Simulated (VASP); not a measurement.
# GaP (F-43m) in VASP: notebook

GaP is run at these levels: LDA; tasks: single point, relaxation of cell and atoms.

All numbers are computed with VASP 6.6.1; they aren't measurements. Logs are shortened: lines on timing, memory, paths and dates and some standing lists are left out, and cuts for length are marked.

**The experiment to reproduce.**

“Stacking defects in GaP nanowires: Electronic structure and optical properties”, 2018, arxiv:1810.01194 quotes, for a bulk crystal of GaP at 10 K: band gap 2.34 eV (indirect).

How close the calculation comes is told below.

### Step 1. The cell of the first run

The structure is cubic, space group F-43m (No. 216). The conventional cell has a = 5.391 Å, b = 5.391 Å, c = 5.391 Å, α = 90.00°, β = 90.00°, γ = 90.00°. Within 3.1 Å of Ga (site symmetry -43m) lie 4 P at 2.33 Å. P (site symmetry -43m) has 4 Ga at 2.33 Å within 3.1 Å.

### Step 2. Single point, LDA

Contents of INCAR:

```
ALGO = Normal
EDIFF = 1E-6
ENCUT = 520
GGA = CA
ISIF = 2
ISMEAR = 0
LASPH = T
LCHARG = F
LREAL = F
LWAVE = F
NBANDS = 16
NELM = 60
PREC = Accurate
SIGMA = 0.01
```

Contents of KPOINTS:

```
k-points
0
Gamma
  8 8 8
```

Contents of POSCAR:

```
GaP
1.0
    0.0000000000      2.6956666708      2.6956666708
    2.6956666708      0.0000000000      2.6956666708
    2.6956666708      2.6956666708      0.0000000000
Ga P
1 1
Direct
    0.0000000000      0.0000000000      0.0000000000
    0.7500000000      0.7500000000      0.7500000000
```

Potentials or basis: VASP PAW LDA potentials, release 64 (Ga_d, P).

Run with:

```bash
> cat potpaw_LDA.64/Ga_d/POTCAR potpaw_LDA.64/P/POTCAR > POTCAR
> mpirun -np 1 vasp_std > vasp.out
```

OUTCAR:

```text
EDIFF = 1E-6
   ENCUT = 520
   GGA = CA
   ISIF = 2
   ISMEAR = 0
   LASPH = T
   LREAL = F
   NELM = 60
   PREC = Accurate

 ion  position               nearest neighbor table
   1  0.000  0.000  0.000-   2 2.33   2 2.33   2 2.33   2 2.33
   2  0.750  0.750  0.750-   1 2.33   1 2.33   1 2.33   1 2.33

  LATTYP: Found a face centered cubic cell.
 ALAT       =     5.3913333416

  Lattice vectors:

 A1 = (   0.0000000000,   2.6956666708,   2.6956666708)
 A2 = (   2.6956666708,   0.0000000000,   2.6956666708)
 A3 = (   2.6956666708,   2.6956666708,   0.0000000000)

Analysis of symmetry for initial positions (statically):
=====================================================================
 Subroutine PRICEL returns:
 Original cell was already a primitive cell.

 Routine SETGRP: Setting up the symmetry group for a
 face centered cubic supercell.

 Subroutine GETGRP returns: Found 24 space group operations
 (whereof 24 operations were pure point group operations)
 out of a pool of 48 trial point group operations.

The static configuration has the point symmetry T_d .

Analysis of symmetry for dynamics (positions and initial velocities):
=====================================================================
 Subroutine PRICEL returns:
 Original cell was already a primitive cell.

 Routine SETGRP: Setting up the symmetry group for a
 face centered cubic supercell.

 Subroutine GETGRP returns: Found 24 space group operations
 (whereof 24 operations were pure point group operations)
 out of a pool of 48 trial point group operations.

The dynamic configuration has the point symmetry T_d .

 Subroutine INISYM returns: Found 24 space group operations
 (whereof 24 operations are pure point group operations),
 and found     1 'primitive' translations

----------------------------------------------------------------------------------------

                                     Primitive cell

  volume of cell :      39.1768

  direct lattice vectors                    reciprocal lattice vectors
     0.000000000  2.695666671  2.695666671    -0.185482873  0.185482873  0.185482873
     2.695666671  0.000000000  2.695666671     0.185482873 -0.185482873  0.185482873
     2.695666671  2.695666671  0.000000000     0.185482873  0.185482873 -0.185482873

  length of vectors
     3.812248365  3.812248365  3.812248365     0.321265761  0.321265761  0.321265761

  position of ions in fractional coordinates (direct lattice)
     0.000000000  0.000000000  0.000000000
     0.750000000  0.750000000  0.750000000

  ion indices of the primitive-cell ions
   primitive index   ion index
                 1           1
                 2           2

----------------------------------------------------------------------------------------

 KPOINTS: k-points

Automatic generation of k-mesh.
 Grid dimensions read from file:
 generate k-points for:    8    8    8

 Generating k-lattice:

  Cartesian coordinates                     Fractional coordinates (reciprocal lattice)
    -0.023185359  0.023185359  0.023185359     0.125000000  0.000000000  0.000000000
     0.023185359 -0.023185359  0.023185359     0.000000000  0.125000000  0.000000000
     0.023185359  0.023185359 -0.023185359     0.000000000  0.000000000  0.125000000

  Length of vectors
     0.040158220  0.040158220  0.040158220

  Shift w.r.t. Gamma in fractional coordinates (k-lattice)
     0.000000000  0.000000000  0.000000000

 Subroutine IBZKPT returns following result:
 ===========================================

 Found     29 irreducible k-points:

 Following reciprocal coordinates:
            Coordinates               Weight
  0.000000  0.000000  0.000000      1.000000
  0.125000  0.000000  0.000000      8.000000
  0.250000  0.000000  0.000000      8.000000
  0.375000  0.000000  0.000000      8.000000
  0.500000  0.000000  0.000000      4.000000
  0.125000  0.125000  0.000000      6.000000
[... 16 lines left out ...]
  0.500000  0.250000  0.125000     48.000000
 -0.375000  0.250000  0.125000     24.000000
 [... further k-points ...]
   k-points           NKPTS =     29   k-points in BZ     NKDIM =     29   number of bands    NBANDS=     16
   number of dos      NEDOS =    301   number of ions     NIONS =      2
   total plane-waves  NPLWV =  21952
   dimension x,y,z NGX =    28 NGY =   28 NGZ =   28
   dimension x,y,z NGXF=    56 NGYF=   56 NGZF=   56
   ions per type =               1   1
   NGX,Y,Z   is equivalent  to a cutoff of  12.21, 12.21, 12.21 a.u.
   NGXF,Y,Z  is equivalent  to a cutoff of  24.42, 24.42, 24.42 a.u.
 SYSTEM =  unknown system
   PREC   = accura    normal or accurate (medium, high low for compatibility)
   ISTART =      0    job   : 0-new  1-cont  2-samecut
   ICHARG =      2    charge: 1-file 2-atom 10-const
   ISPIN  =      1    spin polarized calculation?
   LNONCOLLINEAR =      F non collinear calculations
   LSORBIT =      F    spin-orbit coupling
   LASPH  =      T    aspherical Exc in radial PAW
   ENCUT  =  520.0 eV  38.22 Ry    6.18 a.u.   7.09  7.09  7.09*2*pi/ulx,y,z
   NELM   =     60;   NELMIN=  2; NELMDL= -5     # of ELM steps
   EDIFF  = 0.1E-05   stopping-criterion for ELM
   LREAL  =      F    real-space projection
   EDIFFG = 0.1E-04   stopping-criterion for IOM
   NSW    =      0    number of steps for IOM
   IBRION =     -1    ionic relax: 0-MD 1-quasi-New 2-CG
   NFREE  =      0    steps in history (QN), initial steepest desc. (CG)
   ISIF   =      2    stress and relaxation
   ISYM   =      2    0-nonsym 1-usesym 2-fastsym
   POTIM  = 0.5000    time-step for ionic-motion
   TEBEG  =    0.0;   TEEND  =   0.0 temperature during run
   PSTRESS=    0.0 pullay stress
   NELECT =      18.0000    total number of electrons
   NUPDOWN=      -1.0000    fix difference up-down
   EMIN   =  10.00;   EMAX   =-10.00  energy-range for DOS
   EFERMI =   0.00;   METHOD = LEGACY
   ISMEAR =     0;   SIGMA  =   0.01  broadening in eV -4-tet -1-fermi 0-gaus
   EFERMI_NEDOS =   21; number of points for ismear=-14 and -15
   IALGO  =     38    algorithm
   IMIX   =      4    mixing-type and parameters
     AMIX     =   0.40;   BMIX     =  1.00
     AMIX_MAG =   1.60;   BMIX_MAG =  1.00
  volume/ion in A,a.u.               =      19.59       132.19
  Fermi-wavevector in a.u.,A,eV,Ry     =   1.263250  2.387197 21.712202  1.595802
  Thomas-Fermi vector in A             =   2.396617
   LORBIT       =      0    0 simple, 1 ext, 2 COOP (PROOUT), +10 PAW based schemes
   GGA     = CA    functional components
   LHFCALC =     F    Hartree Fock is set to
   AEXX    =    0.0000 exact exchange contribution
   IVDW    =     0    specifies the selected vdW correction
   LEPSILON=     F    determine dielectric tensor
   LRPA    =     F    only Hartree local field effects (RPA)
 non-spin polarized calculation
 Gauss-broadening in eV      SIGMA  =   0.01
  energy-cutoff  :      520.00
  volume of cell :       39.18
 maximum number of plane-waves:      1067
   NGX = 15   NGY = 15   NGZ = 15

 number of electron      17.9999998 magnetization

 Free energy of the ion-electron system (eV)
  ---------------------------------------------------
  ext. energy  EPLUGINS =         0.00000000
  ---------------------------------------------------
  free energy    TOTEN  =       -10.45076726 eV

  energy without entropy =      -10.45076726  energy(sigma->0) =      -10.45076726

 E-fermi :   4.9429     XC(G=0): -10.3107

 val. band max:        4.8482744799   @ k =   0.0000   0.0000   0.0000
 cond. band min:       6.2780099926   @ k =   0.5000   0.5000   0.0000
 fundamental gap:      1.4297355127
 Fermi energy:         4.9428742715

 k-point     1 :       0.0000    0.0000    0.0000
  band No.  band energies     occupation
      1      -9.9174      2.00000
      2      -9.9174      2.00000
      3      -9.9174      2.00000
      4      -9.8091      2.00000
      5      -9.8091      2.00000
      6      -7.9121      2.00000
[... 8 lines left out ...]
     15      14.6924      0.00000
     16      14.6924      0.00000

 k-point     2 :       0.1250    0.0000    0.0000
  band No.  band energies     occupation
      1      -9.9320      2.00000
      2      -9.9123      2.00000
      3      -9.9123      2.00000
      4      -9.8092      2.00000
      5      -9.8092      2.00000
      6      -7.7010      2.00000
[... 8 lines left out ...]
     15      14.0099      0.00000
     16      14.4238      0.00000

 k-point     3 :       0.2500    0.0000    0.0000
  band No.  band energies     occupation
      1      -9.9639      2.00000
      2      -9.9013      2.00000
      3      -9.9013      2.00000
      4      -9.8078      2.00000
      5      -9.8078      2.00000
      6      -7.1006      2.00000
[... 8 lines left out ...]
     15      13.8107      0.00000
     16      14.6121      0.00000

 k-point     4 :       0.3750    0.0000    0.0000
  band No.  band energies     occupation
      1      -9.9925      2.00000
      2      -9.8930      2.00000
      3      -9.8930      2.00000
      4      -9.8036      2.00000
      5      -9.8036      2.00000
      6      -6.2525      2.00000
[... 8 lines left out ...]
     15      15.0517      0.00000
     16      15.0517      0.00000

 k-point     5 :       0.5000    0.0000    0.0000
  band No.  band energies     occupation
      1     -10.0037      2.00000
      2      -9.8905      2.00000
      3      -9.8905      2.00000
      4      -9.8010      2.00000
      5      -9.8010      2.00000
      6      -5.7188      2.00000
[... 8 lines left out ...]
     15      16.6190      0.00000
     16      16.6190      0.00000

 k-point     6 :       0.1250    0.1250    0.0000
  band No.  band energies     occupation
      1      -9.9414      2.00000
      2      -9.9074      2.00000
      3      -9.9074      2.00000
      4      -9.8137      2.00000
      5      -9.8056      2.00000
      6      -7.6311      2.00000
[... 8 lines left out ...]
     15      14.8125      0.00000
     16      14.9413      0.00000
[... 267 lines left out ...]
 k-point    21 :       0.5000    0.5000    0.0000
  band No.  band energies     occupation
      1     -10.0413      2.00000
      2      -9.8498      2.00000
      3      -9.8458      2.00000
      4      -9.8458      2.00000
      5      -9.7851      2.00000
      6      -4.7550      2.00000
[... 8 lines left out ...]
     15      17.3564      0.00000
     16      17.9173      0.00000

 k-point    22 :       0.3750    0.2500    0.1250
  band No.  band energies     occupation
      1      -9.9879      2.00000
      2      -9.8884      2.00000
      3      -9.8839      2.00000
      4      -9.8214      2.00000
      5      -9.7991      2.00000
      6      -6.5891      2.00000
[... 8 lines left out ...]
     15      16.0345      0.00000
     16      17.2617      0.00000

 k-point    23 :       0.5000    0.2500    0.1250
  band No.  band energies     occupation
      1     -10.0037      2.00000
      2      -9.8846      2.00000
      3      -9.8739      2.00000
      4      -9.8191      2.00000
      5      -9.7993      2.00000
      6      -5.7862      2.00000
[... 8 lines left out ...]
     15      16.4114      0.00000
     16      17.7202      0.00000

 k-point    24 :      -0.3750    0.2500    0.1250
  band No.  band energies     occupation
      1     -10.0095      2.00000
      2      -9.8841      2.00000
      3      -9.8704      2.00000
      4      -9.8152      2.00000
      5      -9.8011      2.00000
      6      -5.2878      2.00000
[... 8 lines left out ...]
     15      16.8441      0.00000
     16      17.4330      0.00000

 [... further k-points ...]
[... 5 lines left out ...]
  --------------------------------------------------------------------------------------
  -------------------------------------------------------------------------------------
  Total        0.0183447      0.0183447      0.0183447      0.0000000     -0.0000000      0.0000000
  in kB        0.7502252      0.7502252      0.7502252      0.0000000     -0.0000000      0.0000000
  external PRESSURE =       0.7502252 kB  Pullay stress =       0.0000000 kB

 VOLUME and BASIS-vectors are now :
 -----------------------------------------------------------------------------
  energy-cutoff  :      520.00
  volume of cell :       39.18
      direct lattice vectors                 reciprocal lattice vectors
     0.000000000  2.695666671  2.695666671    -0.185482873  0.185482873  0.185482873
     2.695666671  0.000000000  2.695666671     0.185482873 -0.185482873  0.185482873
     2.695666671  2.695666671  0.000000000     0.185482873  0.185482873 -0.185482873

 POSITION                                       TOTAL-FORCE (eV/Angst)
 -----------------------------------------------------------------------------------
      0.00000      0.00000      0.00000         0.000000      0.000000      0.000000
      4.04350      4.04350      4.04350        -0.000000     -0.000000     -0.000000
 -----------------------------------------------------------------------------------
    total drift:                               -0.000000     -0.000000     -0.000000

  FREE ENERGIE OF THE ION-ELECTRON SYSTEM (eV)
  ---------------------------------------------------
  free  energy   TOTEN  =       -10.4507672624 eV

  energy  without entropy=      -10.4507672624  energy(sigma->0) =      -10.45076726
```

Wall time 11 s (1 thread of Intel Xeon Platinum 8488C (Sapphire Rapids), shared host); peak memory 0.14 GiB.

What came out:

- Free energy: -10.4508 eV
- Pressure: 0.1 GPa
- Band gap on the k mesh: 1.43 eV, indirect (least direct gap 1.91 eV)

### Step 3. Single point, LDA

Contents of INCAR:

```
SYSTEM = GaP
PREC = Accurate
ENCUT = 520
EDIFF = 1E-6
ISMEAR = 0
SIGMA = 0.01
LREAL = .False.
LASPH = .True.
NELM = 100
ALGO = Normal
ISIF = 2
LWAVE = .False.
LCHARG = .False.
NBANDS = 16
```

Contents of KPOINTS:

```
Automatic mesh
0
Gamma
  8 8 8
  0 0 0
```

POSCAR is that of step 2.

Potentials or basis: VASP PAW LDA potentials, release 64 (Ga_d, P).

Run with:

```bash
> cat potpaw_LDA.64/Ga_d/POTCAR potpaw_LDA.64/P/POTCAR > POTCAR
> mpirun -np 1 vasp_std > vasp.out
```

Wall time 12 s (1 thread of Intel Xeon Platinum 8488C (Sapphire Rapids), shared host); peak memory 0.14 GiB.

Results (log left out):

| Property | Result |
| --- | --- |
| Free energy | -10.4508 eV |
| Pressure | 0.1 GPa |
| Band gap on the k mesh | 1.43 eV, indirect (least direct gap 1.91 eV) |

Levels at points of the mesh, in eV from the valence-band top:
| k point | band 6 | band 7 | band 8 | band 9 | band 10 | band 11 | band 12 | band 13 |
| --- | --- | --- | --- | --- | --- | --- | --- | --- |
| (0.00, 0.00, 0.00) | -12.76 | 0.00 | 0.00 | 0.00 | 1.91 | 3.78 | 3.78 | 3.78 |
| (0.50, 0.00, 0.00) | -10.57 | -6.90 | -1.18 | -1.18 | 1.62 | 4.62 | 4.62 | 8.11 |
| (0.50, 0.50, 0.00) | -9.60 | -7.00 | -2.82 | -2.82 | 1.43 | 1.65 | 10.70 | 10.70 |

(Part 1 of 2 ends here.)
